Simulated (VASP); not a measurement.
# BaTiO3 (Pm-3m) in VASP: dielectric tensor with PBE

Aim: the dielectric tensor of BaTiO3 with PBE.

Program: VASP 6.6.1. These are calculated values, not measurements. Logs are shortened: lines on timing, memory, paths and dates and some standing lists are left out, and cuts for length are marked.

## Step 1: The cell of the first run

It takes space group Pm-3m (No. 221, cubic). Conventional cell: a = 4.006 Å, b = 4.006 Å, c = 4.006 Å, α = 90.00°, β = 90.00°, γ = 90.00°. Within 3.7 Å of Ba (site symmetry m-3m) lie 12 O at 2.83 Å and 8 Ti at 3.47 Å. Within 2.7 Å of Ti (site symmetry m-3m) lie 6 O at 2.00 Å. O (site symmetry 4/mmm) has 2 Ti at 2.00 Å within 2.7 Å.

## Step 2: Dielectric tensor, PBE

INCAR

```
SYSTEM = BaTiO3
PREC = Accurate
ENCUT = 520
EDIFF = 1E-8
ISMEAR = 0
SIGMA = 0.01
LREAL = .FALSE.
LASPH = .TRUE.
NELM = 80
ALGO = Normal
ISIF = 2
LWAVE = .FALSE.
LCHARG = .FALSE.
GGA = PE
LEPSILON = .TRUE.
```

KPOINTS

```
regular mesh
0
G
  6 6 6
  0 0 0
```

POSCAR

```
BaTiO3
1.0
    4.0060000000      0.0000000000      0.0000000000
    0.0000000000      4.0060000000      0.0000000000
    0.0000000000      0.0000000000      4.0060000000
Ba Ti O
1 1 3
Direct
    0.5000000000      0.5000000000      0.5000000000
    0.0000000000      0.0000000000      0.0000000000
    0.5000000000      0.0000000000      0.0000000000
    0.0000000000      0.5000000000      0.0000000000
    0.0000000000      0.0000000000      0.5000000000
```

Potentials or basis: VASP PAW PBE potentials, release 64 (Ba_sv, Ti_sv, O).

Command:

```sh
> cat potpaw_PBE.64/Ba_sv/POTCAR potpaw_PBE.64/Ti_sv/POTCAR potpaw_PBE.64/O/POTCAR > POTCAR
> mpirun -np 1 vasp_std > vasp.out
```

OUTCAR:

```text
SYSTEM = BaTiO3
   PREC = Accurate
   ENCUT = 520
   EDIFF = 1E-8
   ISMEAR = 0
   LREAL = .FALSE.
   LASPH = .TRUE.
   NELM = 80
   ISIF = 2
   GGA = PE
   LEPSILON = .TRUE.

 ion  position               nearest neighbor table
   1  0.500  0.500  0.500-   3 2.83   4 2.83   5 2.83   3 2.83   4 2.83   3 2.83   5 2.83   3 2.83
                             4 2.83   5 2.83   4 2.83   5 2.83   2 3.47   2 3.47   2 3.47   2 3.47
   2  0.000  0.000  0.000-   3 2.00   4 2.00   5 2.00   5 2.00   4 2.00   3 2.00   1 3.47   1 3.47
                             1 3.47   1 3.47   1 3.47   1 3.47   1 3.47   1 3.47
   3  0.500  0.000  0.000-   2 2.00   2 2.00   1 2.83   1 2.83   1 2.83   1 2.83
   4  0.000  0.500  0.000-   2 2.00   2 2.00   1 2.83   1 2.83   1 2.83   1 2.83
   5  0.000  0.000  0.500-   2 2.00   2 2.00   1 2.83   1 2.83   1 2.83   1 2.83

  LATTYP: Found a simple cubic cell.
 ALAT       =     4.0060000000

  Lattice vectors:

 A1 = (   4.0060000000,   0.0000000000,   0.0000000000)
 A2 = (   0.0000000000,   4.0060000000,   0.0000000000)
 A3 = (   0.0000000000,   0.0000000000,   4.0060000000)

Analysis of symmetry for initial positions (statically):
=====================================================================
 Subroutine PRICEL returns:
 Original cell was already a primitive cell.

 Routine SETGRP: Setting up the symmetry group for a
 simple cubic supercell.

 Subroutine GETGRP returns: Found 48 space group operations
 (whereof 48 operations were pure point group operations)
 out of a pool of 48 trial point group operations.

The static configuration has the point symmetry O_h .

Analysis of symmetry for dynamics (positions and initial velocities):
=====================================================================
 Subroutine PRICEL returns:
 Original cell was already a primitive cell.

 Routine SETGRP: Setting up the symmetry group for a
 simple cubic supercell.

 Subroutine GETGRP returns: Found 48 space group operations
 (whereof 48 operations were pure point group operations)
 out of a pool of 48 trial point group operations.

The dynamic configuration has the point symmetry O_h .

 Subroutine INISYM returns: Found 48 space group operations
 (whereof 48 operations are pure point group operations),
 and found     1 'primitive' translations

----------------------------------------------------------------------------------------

                                     Primitive cell

  volume of cell :      64.2884

  direct lattice vectors                    reciprocal lattice vectors
     4.006000000  0.000000000  0.000000000     0.249625562  0.000000000  0.000000000
     0.000000000  4.006000000  0.000000000     0.000000000  0.249625562  0.000000000
     0.000000000  0.000000000  4.006000000     0.000000000  0.000000000  0.249625562

  length of vectors
     4.006000000  4.006000000  4.006000000     0.249625562  0.249625562  0.249625562

  position of ions in fractional coordinates (direct lattice)
     0.500000000  0.500000000  0.500000000
     0.000000000  0.000000000  0.000000000
     0.500000000  0.000000000  0.000000000
     0.000000000  0.500000000  0.000000000
     0.000000000  0.000000000  0.500000000

  ion indices of the primitive-cell ions
   primitive index   ion index
                 1           1
                 2           2
                 3           3
                 4           4
                 5           5

----------------------------------------------------------------------------------------

 KPOINTS: regular mesh

Automatic generation of k-mesh.
[... 89 lines left out ...]
   IVDW    =     0    specifies the selected vdW correction
   LEPSILON=     T    determine dielectric tensor
   LRPA    =     F    only Hartree local field effects (RPA)
 non-spin polarized calculation
 Gauss-broadening in eV      SIGMA  =   0.01
  energy-cutoff  :      520.00
  volume of cell :       64.29
 maximum number of plane-waves:      1755
 NGX is ok and might be reduce to    30
   NGX = 15   NGY = 15   NGZ = 15

--------------------------------------- Ionic step        1  -------------------------------------------

 number of electron      39.9999976 magnetization

 E-fermi :   3.9945     XC(G=0): -11.2464

 val. band max:        3.8140722886   @ k =   0.5000   0.5000   0.5000
 cond. band min:       5.5528582907   @ k =   0.0000   0.0000   0.0000
 fundamental gap:      1.7387860021
 Fermi energy:         3.9945139522

 k-point     1 :       0.0000    0.0000    0.0000
  band No.  band energies     occupation
      1     -52.8361      2.00000
      2     -29.0455      2.00000
      3     -29.0455      2.00000
      4     -29.0455      2.00000
      5     -21.0058      2.00000
      6     -13.0732      2.00000
[... 529 lines left out ...]
     23       7.9543      0.00000
     24      10.5261      0.00000

  FORCE on cell =-STRESS in cart. coord.  units (eV):
  Direction    XX          YY          ZZ          XY          YZ          ZX
  --------------------------------------------------------------------------------------
  -------------------------------------------------------------------------------------
  Total        1.3735936      1.3735936      1.3735936      0.0000000     -0.0000000      0.0000000
  in kB       34.2322945     34.2322945     34.2322945      0.0000000     -0.0000000      0.0000000
  external PRESSURE =      34.2322945 kB  Pullay stress =       0.0000000 kB

 VOLUME and BASIS-vectors are now :
 -----------------------------------------------------------------------------
  energy-cutoff  :      520.00
  volume of cell :       64.29
      direct lattice vectors                 reciprocal lattice vectors
     4.006000000  0.000000000  0.000000000     0.249625562  0.000000000  0.000000000
     0.000000000  4.006000000  0.000000000     0.000000000  0.249625562  0.000000000
     0.000000000  0.000000000  4.006000000     0.000000000  0.000000000  0.249625562

 POSITION                                       TOTAL-FORCE (eV/Angst)
 -----------------------------------------------------------------------------------
      2.00300      2.00300      2.00300         0.000000      0.000000      0.000000
      0.00000      0.00000      0.00000         0.000000      0.000000      0.000000
      2.00300      0.00000      0.00000         0.000000      0.000000      0.000000
      0.00000      2.00300      0.00000         0.000000      0.000000      0.000000
      0.00000      0.00000      2.00300         0.000000      0.000000      0.000000
 -----------------------------------------------------------------------------------
    total drift:                                0.000000     -0.000000      0.000000

  FREE ENERGIE OF THE ION-ELECTRON SYSTEM (eV)
  ---------------------------------------------------
  free  energy   TOTEN  =       -39.9701786041 eV

  energy  without entropy=      -39.9701786041  energy(sigma->0) =      -39.97017860

 HEAD OF MICROSCOPIC STATIC DIELECTRIC TENSOR (INDEPENDENT PARTICLE, excluding Hartree and local field effects)
 ------------------------------------------------------
           6.951728     0.000000     0.000000
          -0.000000     6.951728    -0.000000
           0.000000    -0.000000     6.951728
 ------------------------------------------------------

 Free energy of the ion-electron system (eV)
  ---------------------------------------------------
  ---------------------------------------------------
  free energy    TOTEN  =        -1.09243872 eV

  energy without entropy =       -1.09243872

------------------------ aborting loop because EDIFF is reached ----------------------------------------

--------------------------------------- Ionic step        2  -------------------------------------------

------------------------ aborting loop because EDIFF is reached ----------------------------------------

--------------------------------------- Ionic step        3  -------------------------------------------

 Free energy of the ion-electron system (eV)
  ---------------------------------------------------
  ---------------------------------------------------
  free energy    TOTEN  =        -1.09243768 eV

  energy without entropy =       -1.09243768

------------------------ aborting loop because EDIFF is reached ----------------------------------------

 PIEZOELECTRIC TENSOR FIELD DIRECTION 3  (e Angst)
 -----------------------------------------------------------------------------
     0.00795  0.00000  0.00000           ( -0.00003  0.00000 -0.00000)
     0.00000  0.00795 -0.00000           (  0.00000 -0.00003  0.00000)
     0.00000 -0.00000 -0.01386           ( -0.00000  0.00000  0.00036)

 PIEZOELECTRIC TENSOR FIELD DIRECTION 3  (C/m^2)
 -----------------------------------------------------------------------------
     0.00198  0.00000  0.00000
     0.00000  0.00198 -0.00000
     0.00000 -0.00000 -0.00346

 MACROSCOPIC STATIC DIELECTRIC TENSOR (including local field effects in DFT)
 ------------------------------------------------------
           6.803956    -0.000000     0.000000
           0.000000     6.803956    -0.000000
           0.000000     0.000000     6.803956
 ------------------------------------------------------

 PIEZOELECTRIC TENSOR (including local field effects)  for field in x, y, z        (e  Angst)
          XX          YY          ZZ          XY          YZ          ZX
  --------------------------------------------------------------------------------
  x     0.00000     0.00000     0.00000     0.00000     0.00000     0.00000
  y     0.00000     0.00000     0.00000     0.00000     0.00000     0.00000
  z     0.00000     0.00000     0.00000     0.00000     0.00000     0.00000

 PIEZOELECTRIC TENSOR (including local field effects)  for field in x, y, z        (C/m^2)
          XX          YY          ZZ          XY          YZ          ZX
  --------------------------------------------------------------------------------
  x     0.00000     0.00000     0.00000     0.00000     0.00000     0.00000
  y     0.00000     0.00000     0.00000     0.00000     0.00000     0.00000
  z     0.00000     0.00000     0.00000     0.00000     0.00000     0.00000

 BORN EFFECTIVE CHARGES (including local field effects) (in |e|, cummulative output)
 ---------------------------------------------------------------------------------
 ion    1
    1     2.74656     0.00000    -0.00000
    2     0.00000     2.74656    -0.00000
    3     0.00000    -0.00000     2.74656
 ion    2
    1     7.48091     0.00000     0.00000
    2     0.00000     7.48091    -0.00000
    3     0.00000     0.00000     7.48091
 ion    3
    1    -5.93476     0.00000    -0.00000
    2    -0.00000    -2.14635     0.00000
    3     0.00000     0.00000    -2.14635
 ion    4
    1    -2.14635     0.00000     0.00000
    2     0.00000    -5.93476    -0.00000
    3    -0.00000     0.00000    -2.14635
 ion    5
    1    -2.14635     0.00000     0.00000
    2    -0.00000    -2.14635     0.00000
    3    -0.00000     0.00000    -5.93476
```

Run time: 17 min. Hardware: 1 thread of Intel Xeon Platinum 8259CL at 2.50GHz (Skylake/Cascade Lake), shared host; peak memory 0.32 GiB.

Results:

```
Band gap on the k mesh                  : 1.74 eV (least direct gap 1.89 eV)
Electronic dielectric tensor (diagonal) : 6.80
Born charges (mean of the diagonal)     : Ba +2.75; Ti +7.48; O -3.41 e
```

Electronic dielectric tensor:
```
6.80 0.00 0.00
0.00 6.80 0.00
0.00 0.00 6.80
```

Born effective charge tensors (e):
atom 1, Ba
```
2.75 0.00 0.00
0.00 2.75 0.00
0.00 0.00 2.75
```
atom 2, Ti
```
7.48 0.00 0.00
0.00 7.48 0.00
0.00 0.00 7.48
```
atom 3, O
```
-5.93  0.00  0.00
 0.00 -2.15  0.00
 0.00  0.00 -2.15
```
atom 4, O
```
-2.15  0.00  0.00
 0.00 -5.93  0.00
 0.00  0.00 -2.15
```
atom 5, O
```
-2.15  0.00  0.00
 0.00 -2.15  0.00
 0.00  0.00 -5.93
```

Caveat: spin-orbit coupling is left out, which moves the levels of the heavy elements.
